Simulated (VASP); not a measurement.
# InSe (C2/m) in VASP: further runs, part 2 of 2

VASP 6.6.1. The steps go on from the part before.

### Step 4. Single point, LDA

This run uses another cell than the first one, of 28.56 Å³/atom.

Contents of INCAR:

```
SYSTEM = InSe
PREC = Accurate ; ENCUT = 520
EDIFF = 1E-6 ; ISMEAR = -1
SIGMA = 0.05 ; LREAL = .FALSE.
LASPH = .TRUE. ; NELM = 80
ALGO = Normal ; ISIF = 2
LWAVE = .FALSE. ; LCHARG = .TRUE.
LELF = .TRUE. ; LVHAR = .TRUE.
NBANDS = 27
```

Contents of KPOINTS:

```
regular mesh
0
G
  7 7 6
  0 0 0
```

Contents of POSCAR:

```
InSe
1.0
    5.8263928781     -2.0546489550      0.0000000000
    5.8263928781      2.0546489550      0.0000000000
   -1.7232330140      0.0000000000      4.7713478577
In Se
2 2
Direct
    0.8882032500      0.8882032500      0.0468413600
    0.1117967500      0.1117967500      0.9531586400
    0.6609275900      0.6609275900      0.6689556200
    0.3390724100      0.3390724100      0.3310443800
```

Potentials or basis: VASP PAW LDA potentials, release 64 (In_d, Se).

Started as:

```bash
> cat potpaw_LDA.64/In_d/POTCAR potpaw_LDA.64/Se/POTCAR > POTCAR
> mpirun -np 1 vasp_std > vasp.out
```

OUTCAR:

```text
SYSTEM = InSe
   PREC = Accurate
   ENCUT = 520
   EDIFF = 1E-6
   ISMEAR = -1
   LREAL = .FALSE.
   LASPH = .TRUE.
   NELM = 80
   ISIF = 2

 ion  position               nearest neighbor table
   1  0.888  0.888  0.047-   4 2.68   4 2.68   3 2.69   2 2.80   2 3.71   2 3.71
   2  0.112  0.112  0.953-   3 2.68   3 2.68   4 2.69   1 2.80   1 3.71   1 3.71
   3  0.661  0.661  0.669-   2 2.68   2 2.68   1 2.69
   4  0.339  0.339  0.331-   1 2.68   1 2.68   2 2.69

  LATTYP: Found a base centered monoclinic cell.
 ALAT       =    11.6527857562
 B/A-ratio  =     0.3526451096
 C/A-ratio  =     0.4353462338
 COS(beta)  =    -0.3396874117

  Lattice vectors:

 A1 = (   5.8263928781,  -2.0546489550,   0.0000000000)
 A2 = (   5.8263928781,   2.0546489550,   0.0000000000)
 A3 = (  -1.7232330140,   0.0000000000,   4.7713478577)

Analysis of symmetry for initial positions (statically):
=====================================================================
 Subroutine PRICEL returns:
 Original cell was already a primitive cell.

 Routine SETGRP: Setting up the symmetry group for a
[... 170 lines left out ...]
  energy without entropy =      -16.53156139  energy(sigma->0) =      -16.53156179

 E-fermi :   4.2854     XC(G=0):  -9.4161

 val. band max:        3.7595744106   @ k =  -0.4286  -0.4286   0.1667
 cond. band min:       4.7671276251   @ k =   0.0000   0.0000   0.5000
 fundamental gap:      1.0075532145
 Fermi energy:         4.2853911992

 k-point     1 :       0.0000    0.0000    0.0000
  band No.  band energies     occupation
      1     -10.6856      2.00000
      2     -10.5711      2.00000
      3     -10.3806      2.00000
      4     -10.3479      2.00000
      5     -10.3089      2.00000
      6     -10.3062      2.00000
[... 709 lines left out ...]
     26      10.3418      0.00000
     27      11.5857      0.00000

 [... further k-points ...]

------------------------ aborting loop because EDIFF is reached ----------------------------------------

  FORCE on cell =-STRESS in cart. coord.  units (eV):
  Direction    XX          YY          ZZ          XY          YZ          ZX
  --------------------------------------------------------------------------------------
  -------------------------------------------------------------------------------------
  Total       -2.2971397     -1.8158458     -1.5970857      0.0000000      0.0000000      0.0282640
  in kB      -32.2173280    -25.4671924    -22.3990876      0.0000000      0.0000000      0.3964019
  external PRESSURE =     -26.6945360 kB  Pullay stress =       0.0000000 kB

 VOLUME and BASIS-vectors are now :
 -----------------------------------------------------------------------------
  energy-cutoff  :      520.00
  volume of cell :      114.24
      direct lattice vectors                 reciprocal lattice vectors
     5.826392878 -2.054648955  0.000000000     0.085816389 -0.243350573  0.030993681
     5.826392878  2.054648955  0.000000000     0.085816389  0.243350573  0.030993681
    -1.723233014  0.000000000  4.771347858     0.000000000  0.000000000  0.209584384

 POSITION                                       TOTAL-FORCE (eV/Angst)
 -----------------------------------------------------------------------------------
     10.26932      0.00000      0.22350        -0.060328      0.000000      0.007568
     -0.33977      0.00000      4.54785         0.060328      0.000000     -0.007568
      6.54888      0.00000      3.19182         0.002675      0.000000      0.068084
      3.38067      0.00000      1.57953        -0.002675      0.000000     -0.068084
 -----------------------------------------------------------------------------------
    total drift:                               -0.000000     -0.000000      0.000000

  FREE ENERGIE OF THE ION-ELECTRON SYSTEM (eV)
  ---------------------------------------------------
  free  energy   TOTEN  =       -16.5315621994 eV

  energy  without entropy=      -16.5315613900  energy(sigma->0) =      -16.53156179
```

stdout:

```text
POSCAR found type information on POSCAR InSe
 POSCAR found :  2 types and       4 ions
 scaLAPACK will be used
 LDA part: xc-table for (Slater(with rela. corr.)+CA(PZ))
 , standard interpolation
 POSCAR, INCAR and KPOINTS ok, starting setup
 FFT: planning ... GRIDC
 FFT: planning ... GRID_SOFT
 FFT: planning ... GRID
 WAVECAR not read
 entering main loop
```

Run time: 9.4 min. Hardware: 1 thread of AMD EPYC 7R13, shared host; peak memory 0.36 GiB.

What came out:

* Free energy: -16.5316 eV
* Pressure: -2.7 GPa
* Largest force: 0.068 eV/Å
* Band gap on the k mesh: 1.01 eV (least direct gap 1.08 eV)

Forces on the atoms (eV/Å):
```
In  -0.060  0.000  0.008
In   0.060  0.000 -0.008
Se   0.003  0.000  0.068
Se  -0.003  0.000 -0.068
```

Caveat: spin-orbit coupling is left out, which moves the levels of the heavy elements; an odd mesh through Γ misses points on the zone boundary, where band edges can lie.

### Step 5. Overview

```csv
task,level,potentials or basis,cell,k mesh,cutoff (eV),gap on the mesh (eV),pressure (GPa),largest force (eV/Å)
single point,revPBE+D4,"VASP PAW PBE potentials, release 64 (In_d, Se)","a = 6.316, b = 6.316, c = 4.424 Å, angles 109.6, 109.6, 38.2°, 4 atoms, atomic positions A",5 × 5 × 5,520,0.53,0.0,0.01
relaxation of cell and atoms,revPBE+D4,"VASP PAW PBE potentials, release 64 (In_d, Se)","relaxed from a = 6.178, b = 6.178, c = 5.073 Å, angles 108.7, 108.7, 38.8°, 4 atoms, atomic positions B",5 × 5 × 5,600,0.55,0.0,-
single point,LDA,"VASP PAW LDA potentials, release 64 (In_d, Se)","a = 6.178, b = 6.178, c = 5.073 Å, angles 108.7, 108.7, 38.8°, 4 atoms, atomic positions B",7 × 7 × 6,520,1.01,-2.7,0.07
```

Alike in all rows: no spin polarisation; smearing fermi-dirac 0.05 eV.

Caveats: spin-orbit coupling is left out, which moves the levels of the heavy elements; an odd mesh through Γ misses points on the zone boundary, where band edges can lie; the PAW data sets were made with another functional, which shifts forces and pressure a little (at least some runs).

Absolute energies hang on the potentials; compare differences alone.
